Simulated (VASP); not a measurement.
# Si2W (I4/mmm) in VASP: a series of runs

Runs on Si2W. Level: r2SCAN. Tasks: single point.

Everything below comes from runs of VASP 6.6.1. Logs are shortened: lines on timing, memory, paths and dates and some standing lists are left out, and cuts for length are marked.

### Step 1. The cell of the first run

It takes space group I4/mmm (No. 139, tetragonal). Conventional cell: a = 3.110 Å, b = 3.110 Å, c = 7.616 Å, α = 90.00°, β = 90.00°, γ = 90.00°. Within 3.3 Å of Si (site symmetry 4mm) lie 9 Si at 2.54 to 3.11 Å and 5 W at 2.54 Å. W (site symmetry 4/mmm) has 10 Si at 2.54 Å and 4 W at 3.11 Å within 3.4 Å.

### Step 2. Single point, r2SCAN

The input, POSCAR:

```
Si2W
1.0
   -1.5549669478      1.5549669478      3.8081403235
    1.5549669478     -1.5549669478      3.8081403235
    1.5549669478      1.5549669478     -3.8081403235
Si W
2 1
Direct
    0.3334151250      0.3334151250      0.0000000000
    0.6665848750      0.6665848750      0.0000000000
    0.0000000000      0.0000000000      0.0000000000
```

The input, INCAR.step1:

```
PREC     = Accurate       # precision mode
ENCUT    = 520            # plane-wave cutoff, eV
ISMEAR   = 0              # smearing method
SIGMA    = 0.1            # smearing width, eV
LREAL    = F              # projectors in reciprocal space
LASPH    = T              # aspherical terms in the spheres
NELM     = 100            # most SCF steps
NBANDS   = 18             # bands
GGA      = PE             # functional
ALGO     = Normal         # electronic algorithm
EDIFF    = 1E-4           # SCF threshold, eV
LWAVE    = T              # write WAVECAR
LCHARG   = F              # write CHGCAR
```

The input, INCAR.step2:

```
PREC     = Accurate       # precision mode
ENCUT    = 520            # plane-wave cutoff, eV
EDIFF    = 1E-7           # SCF threshold, eV
ISMEAR   = 0              # smearing method
SIGMA    = 0.1            # smearing width, eV
LREAL    = F              # projectors in reciprocal space
LASPH    = T              # aspherical terms in the spheres
NELM     = 100            # most SCF steps
ALGO     = Normal         # electronic algorithm
ISIF     = 2              # what is computed and relaxed
LWAVE    = F              # write WAVECAR
LCHARG   = F              # write CHGCAR
METAGGA  = R2SCAN         # meta-GGA
LMIXTAU  = T            
NBANDS   = 18             # bands
ISTART   = 1
```

The input, KPOINTS:

```
Automatic mesh
0
Gamma
  18 18 18
```

Potentials or basis: VASP PAW PBE potentials, release 64 (Si, W_sv).

Run with:

```sh
$ cat potpaw_PBE.64/Si/POTCAR potpaw_PBE.64/W_sv/POTCAR > POTCAR
$ cp INCAR.step1 INCAR
$ mpirun -np 1 vasp_std > vasp.out
$ cp INCAR.step2 INCAR
$ mpirun -np 1 vasp_std > vasp.out
```

OUTCAR:

```text
PREC = Accurate
   ENCUT = 520
   EDIFF = 1E-7
   ISMEAR = 0
   LREAL = F
   LASPH = T
   NELM = 100
   ISIF = 2
   METAGGA = R2SCAN
   ISTART = 1

 ion  position               nearest neighbor table
   1  0.333  0.333  0.000-   2 2.54   3 2.54   3 2.54   3 2.54   3 2.54   3 2.54   2 2.54   2 2.54
                             2 2.54   2 2.54
   2  0.667  0.667  0.000-   1 2.54   3 2.54   3 2.54   3 2.54   3 2.54   3 2.54   1 2.54   1 2.54
                             1 2.54   1 2.54
   3  0.000  0.000  0.000-   2 2.54   2 2.54   2 2.54   1 2.54   2 2.54   1 2.54   1 2.54   1 2.54
                             1 2.54   2 2.54

  LATTYP: Found a body centered tetragonal cell.
 ALAT       =     3.1099338956
 C/A-ratio  =     2.4490168932

  Lattice vectors:

 A1 = (  -1.5549669478,   1.5549669478,   3.8081403235)
 A2 = (   1.5549669478,  -1.5549669478,   3.8081403235)
 A3 = (   1.5549669478,   1.5549669478,  -3.8081403235)

Analysis of symmetry for initial positions (statically):
=====================================================================
 Subroutine PRICEL returns:
 Original cell was already a primitive cell.

 Routine SETGRP: Setting up the symmetry group for a
 body centered tetragonal supercell.

 Subroutine GETGRP returns: Found 16 space group operations
 (whereof 16 operations were pure point group operations)
 out of a pool of 16 trial point group operations.

The static configuration has the point symmetry D_4h.

Analysis of symmetry for dynamics (positions and initial velocities):
=====================================================================
 Subroutine PRICEL returns:
 Original cell was already a primitive cell.

 Routine SETGRP: Setting up the symmetry group for a
 body centered tetragonal supercell.

 Subroutine GETGRP returns: Found 16 space group operations
 (whereof 16 operations were pure point group operations)
 out of a pool of 16 trial point group operations.

The dynamic configuration has the point symmetry D_4h.

 Subroutine INISYM returns: Found 16 space group operations
 (whereof 16 operations are pure point group operations),
 and found     1 'primitive' translations

----------------------------------------------------------------------------------------

                                     Primitive cell

  volume of cell :      36.8311

  direct lattice vectors                    reciprocal lattice vectors
    -1.554966948  1.554966948  3.808140323     0.000000000  0.321550243  0.131297683
     1.554966948 -1.554966948  3.808140323     0.321550243  0.000000000  0.131297683
     1.554966948  1.554966948 -3.808140323     0.321550243  0.321550243  0.000000000

  length of vectors
     4.397473950  4.397473950  4.397473950     0.347323538  0.347323538  0.454740715

  position of ions in fractional coordinates (direct lattice)
     0.333415125  0.333415125  0.000000000
     0.666584875  0.666584875  0.000000000
     0.000000000  0.000000000  0.000000000

  ion indices of the primitive-cell ions
   primitive index   ion index
                 1           1
                 2           2
                 3           3

----------------------------------------------------------------------------------------

 KPOINTS: Automatic mesh

Automatic generation of k-mesh.
 Grid dimensions read from file:
 generate k-points for:   18   18   18

 Generating k-lattice:

  Cartesian coordinates                     Fractional coordinates (reciprocal lattice)
     0.000000000  0.017863902  0.007294316     0.055555556  0.000000000 -0.000000000
     0.017863902  0.000000000  0.007294316     0.000000000  0.055555556 -0.000000000
     0.017863902  0.017863902  0.000000000     0.000000000  0.000000000  0.055555556

  Length of vectors
     0.019295752  0.019295752  0.025263373

  Shift w.r.t. Gamma in fractional coordinates (k-lattice)
     0.000000000  0.000000000  0.000000000

 Subroutine IBZKPT returns following result:
 ===========================================

 Found    480 irreducible k-points:

 Following reciprocal coordinates:
            Coordinates               Weight
  0.000000  0.000000  0.000000      1.000000
  0.055556  0.000000 -0.000000      8.000000
  0.111111  0.000000 -0.000000      8.000000
  0.166667  0.000000  0.000000      8.000000
  0.222222  0.000000  0.000000      8.000000
  0.277778  0.000000 -0.000000      8.000000
[... 16 lines left out ...]
 -0.277778  0.055556  0.000000     16.000000
 -0.222222  0.055556 -0.000000     16.000000
 [... further k-points ...]
   k-points           NKPTS =    480   k-points in BZ     NKDIM =    480   number of bands    NBANDS=     18
   number of dos      NEDOS =    301   number of ions     NIONS =      3
   total plane-waves  NPLWV =  46656
   dimension x,y,z NGX =    36 NGY =   36 NGZ =   36
   dimension x,y,z NGXF=    72 NGYF=   72 NGZF=   72
   ions per type =               2   1
   NGX,Y,Z   is equivalent  to a cutoff of  13.61, 13.61, 13.61 a.u.
   NGXF,Y,Z  is equivalent  to a cutoff of  27.22, 27.22, 27.22 a.u.
 SYSTEM =  unknown system
   PREC   = accura    normal or accurate (medium, high low for compatibility)
   ISTART =      1    job   : 0-new  1-cont  2-samecut
   ICHARG =      0    charge: 1-file 2-atom 10-const
   ISPIN  =      1    spin polarized calculation?
   LNONCOLLINEAR =      F non collinear calculations
   LSORBIT =      F    spin-orbit coupling
   LASPH  =      T    aspherical Exc in radial PAW
   ENCUT  =  520.0 eV  38.22 Ry    6.18 a.u.   8.18  8.18  8.18*2*pi/ulx,y,z
   NELM   =    100;   NELMIN=  2; NELMDL=  0     # of ELM steps
   EDIFF  = 0.1E-06   stopping-criterion for ELM
   LREAL  =      F    real-space projection
   EDIFFG = 0.1E-05   stopping-criterion for IOM
   NSW    =      0    number of steps for IOM
   IBRION =     -1    ionic relax: 0-MD 1-quasi-New 2-CG
   NFREE  =      0    steps in history (QN), initial steepest desc. (CG)
   ISIF   =      2    stress and relaxation
   ISYM   =      2    0-nonsym 1-usesym 2-fastsym
   POTIM  = 0.5000    time-step for ionic-motion
   TEBEG  =    0.0;   TEEND  =   0.0 temperature during run
   PSTRESS=    0.0 pullay stress
   NELECT =      22.0000    total number of electrons
   NUPDOWN=      -1.0000    fix difference up-down
   EMIN   =  10.00;   EMAX   =-10.00  energy-range for DOS
   EFERMI =   0.00;   METHOD = LEGACY
   ISMEAR =     0;   SIGMA  =   0.10  broadening in eV -4-tet -1-fermi 0-gaus
   EFERMI_NEDOS =   21; number of points for ismear=-14 and -15
   IALGO  =     38    algorithm
   IMIX   =      4    mixing-type and parameters
     AMIX     =   0.40;   BMIX     =  1.00
     AMIX_MAG =   1.60;   BMIX_MAG =  1.00
  volume/ion in A,a.u.               =      12.28        82.85
  Fermi-wavevector in a.u.,A,eV,Ry     =   1.378724  2.605410 25.863037  1.900880
  Thomas-Fermi vector in A             =   2.503759
   LORBIT       =      0    0 simple, 1 ext, 2 COOP (PROOUT), +10 PAW based schemes
   METAGGA = R2SCAN    functional components
   LHFCALC =     F    Hartree Fock is set to
   AEXX    =    0.0000 exact exchange contribution
   IVDW    =     0    specifies the selected vdW correction
   LEPSILON=     F    determine dielectric tensor
   LRPA    =     F    only Hartree local field effects (RPA)
 non-spin polarized calculation
 Gauss-broadening in eV      SIGMA  =   0.10
  energy-cutoff  :      520.00
  volume of cell :       36.83
 maximum number of plane-waves:      1015
 NGX is ok and might be reduce to    36
   NGX = 17   NGY = 17   NGZ = 17

 number of electron      22.0000001 magnetization

 Free energy of the ion-electron system (eV)
  ---------------------------------------------------
  ext. energy  EPLUGINS =         0.00000000
  ---------------------------------------------------
  free energy    TOTEN  =       -69.56274797 eV

  energy without entropy =      -69.56200969  energy(sigma->0) =      -69.56237883

 E-fermi :  13.3422     XC(G=0): -14.0085

 val. band max:       13.3204721432   @ k =  -0.3889   0.5000   0.3333
 cond. band min:      13.3912329228   @ k =  -0.3889  -0.4444   0.3889
 fundamental gap:      0.0707607795
 Fermi energy:        13.3421633430

 k-point     1 :       0.0000    0.0000    0.0000
  band No.  band energies     occupation
      1     -62.2194      2.00000
      2     -25.9698      2.00000
      3     -25.8593      2.00000
      4     -25.8593      2.00000
      5      -2.3872      2.00000
      6       5.4349      2.00000
[... 10 lines left out ...]
     17      19.9057      0.00000
     18      19.9057      0.00000

 k-point     2 :       0.0556    0.0000   -0.0000
  band No.  band energies     occupation
      1     -62.2190      2.00000
      2     -25.9689      2.00000
      3     -25.8700      2.00000
      4     -25.8583      2.00000
      5      -2.3190      2.00000
      6       5.4531      2.00000
[... 10 lines left out ...]
     17      19.9111      0.00000
     18      20.1491      0.00000

 k-point     3 :       0.1111    0.0000   -0.0000
  band No.  band energies     occupation
      1     -62.2177      2.00000
      2     -25.9666      2.00000
      3     -25.9008      2.00000
      4     -25.8554      2.00000
      5      -2.1160      2.00000
      6       5.4979      2.00000
[... 10 lines left out ...]
     17      19.9835      0.00000
     18      20.7316      0.00000

 k-point     4 :       0.1667    0.0000    0.0000
  band No.  band energies     occupation
      1     -62.2158      2.00000
      2     -25.9634      2.00000
      3     -25.9475      2.00000
      4     -25.8511      2.00000
      5      -1.7837      2.00000
      6       5.5328      2.00000
[... 375 lines left out ...]
      4     -25.8446      2.00000
      5      -0.1547      2.00000
      6       4.7544      2.00000
[... 10 lines left out ...]
     17      21.7044      0.00000
     18      22.6800      0.00000

 k-point    23 :      -0.2778    0.0556    0.0000
  band No.  band energies     occupation
      1     -62.2104      2.00000
      2     -26.0634      2.00000
      3     -25.9515      2.00000
      4     -25.8501      2.00000
      5      -0.7979      2.00000
      6       5.3904      2.00000
[... 10 lines left out ...]
     17      21.5723      0.00000
     18      22.3131      0.00000

 k-point    24 :      -0.2222    0.0556   -0.0000
  band No.  band energies     occupation
      1     -62.2130      2.00000
      2     -26.0035      2.00000
      3     -25.9562      2.00000
      4     -25.8560      2.00000
      5      -1.3432      2.00000
      6       5.7482      2.00000
[... 10 lines left out ...]
     17      20.7207      0.00000
     18      22.4550      0.00000

 [... further k-points ...]
[... 5 lines left out ...]
  --------------------------------------------------------------------------------------
  -------------------------------------------------------------------------------------
  Total        5.8541578      5.8541578      5.7769731      0.0000000     -0.0000000      0.0000000
  in kB      254.6594214    254.6594214    251.3018389      0.0000000     -0.0000000      0.0000000
  external PRESSURE =     253.5402272 kB  Pullay stress =       0.0000000 kB

 VOLUME and BASIS-vectors are now :
 -----------------------------------------------------------------------------
  energy-cutoff  :      520.00
  volume of cell :       36.83
      direct lattice vectors                 reciprocal lattice vectors
    -1.554966948  1.554966948  3.808140323     0.000000000  0.321550243  0.131297683
     1.554966948 -1.554966948  3.808140323     0.321550243  0.000000000  0.131297683
     1.554966948  1.554966948 -3.808140323     0.321550243  0.321550243  0.000000000

 POSITION                                       TOTAL-FORCE (eV/Angst)
 -----------------------------------------------------------------------------------
      0.00000      0.00000      2.53938        -0.000000     -0.000000     -0.010452
      0.00000      0.00000      5.07690        -0.000000     -0.000000      0.010452
      0.00000      0.00000      0.00000         0.000000      0.000000      0.000000
 -----------------------------------------------------------------------------------
    total drift:                               -0.000000      0.000000     -0.000000

  FREE ENERGIE OF THE ION-ELECTRON SYSTEM (eV)
  ---------------------------------------------------
  free  energy   TOTEN  =       -69.5627479663 eV

  energy  without entropy=      -69.5620096926  energy(sigma->0) =      -69.56237883
```

Run time: 43 min. Hardware: 1 thread of Oxide Virtual Turin-like, shared host; peak memory 0.42 GiB.

Results:

```yaml
Free_energy: -69.5627 eV
Pressure: 25.4 GPa
Largest_force: 0.010 eV/Å
Band_gap_on_the_k_mesh: zero (bands 11 and 12 overlap by 1.55 eV)
```

Forces on the atoms (eV/Å):
```
Si   0.000  0.000 -0.010
Si   0.000  0.000  0.010
W    0.000  0.000  0.000
```

Caveat: the cell stands under pressure; the PAW data sets were made with another functional, which shifts forces and pressure a little; spin-orbit coupling is left out, which moves the levels of the heavy elements.

### Step 3. Single point, r2SCAN

This run uses another cell than the first one, of 12.80 Å³/atom.

The input, POSCAR:

```
Si2W
1.0
   -1.5788329896      1.5788329896      3.8522923777
    1.5788329896     -1.5788329896      3.8522923777
    1.5788329896      1.5788329896     -3.8522923777
Si W
2 1
Direct
    0.3340521188      0.3340521188      0.0000000000
    0.6659478812      0.6659478812      0.0000000000
    0.0000000000      0.0000000000      0.0000000000
```

The input, INCAR.step1:

```
SYSTEM = Si2W
PREC = Accurate
ENCUT = 520
ISMEAR = 0
SIGMA = 0.1
LREAL = .False.
LASPH = .True.
NELM = 60
NBANDS = 18
GGA = PE
ALGO = Normal
EDIFF = 1E-4
LWAVE = .True.
LCHARG = .False.
```

The input, INCAR.step2:

```
SYSTEM = Si2W
PREC = Accurate
ENCUT = 520
EDIFF = 1E-6
ISMEAR = 0
SIGMA = 0.1
LREAL = .False.
LASPH = .True.
NELM = 60
ALGO = Normal
ISIF = 2
LWAVE = .False.
LCHARG = .True.
METAGGA = R2SCAN
LMIXTAU = .True.
LELF = .True.
LVHAR = .True.
NBANDS = 18
ISTART = 1
```

The input, KPOINTS:

```
Automatic mesh
0
Gamma
  18 18 18
  0 0 0
```

Potentials or basis: VASP PAW PBE potentials, release 64 (Si, W_sv).

Run with:

```sh
$ cat potpaw_PBE.64/Si/POTCAR potpaw_PBE.64/W_sv/POTCAR > POTCAR
$ cp INCAR.step1 INCAR
$ mpirun -np 1 vasp_std > vasp.out
$ cp INCAR.step2 INCAR
$ mpirun -np 1 vasp_std > vasp.out
```

Run time: 40 min. Hardware: 1 thread of Oxide Virtual Turin-like, shared host; peak memory 0.43 GiB.

The run converged. Its results:

- Free energy: -69.7467 eV
- Pressure: 12.3 GPa
- Largest force: 0.011 eV/Å
- Band gap on the k mesh: zero (bands 11 and 12 overlap by 1.43 eV)

Forces in eV/Å, atoms in the order of the input:
```
Si   0.000  0.000 -0.011
Si   0.000  0.000  0.011
W    0.000  0.000  0.000
```

Stress tensor (GPa, compression positive):
```
12.42  0.00  0.00
 0.00 12.42  0.00
 0.00  0.00 12.11
```

Levels at points of the mesh, in eV from the Fermi level:
```tsv
k point	band 8	band 9	band 10	band 11	band 12	band 13	band 14	band 15
(0.00, 0.00, 0.00)	-3.67	-3.21	-3.21	0.65	2.90	3.35	3.39	3.39
(0.50, 0.00, 0.00)	-5.39	-3.14	-3.10	-0.57	3.00	3.22	4.28	5.18
(0.50, 0.50, 0.00)	-5.71	-5.56	-3.71	-1.99	3.18	3.52	3.67	4.28
(0.50, 0.50, 0.50)	-2.88	-0.97	-0.97	-0.59	-0.59	0.86	5.03	6.17
```

Caveat: the cell stands under pressure; the PAW data sets were made with another functional, which shifts forces and pressure a little; spin-orbit coupling is left out, which moves the levels of the heavy elements.
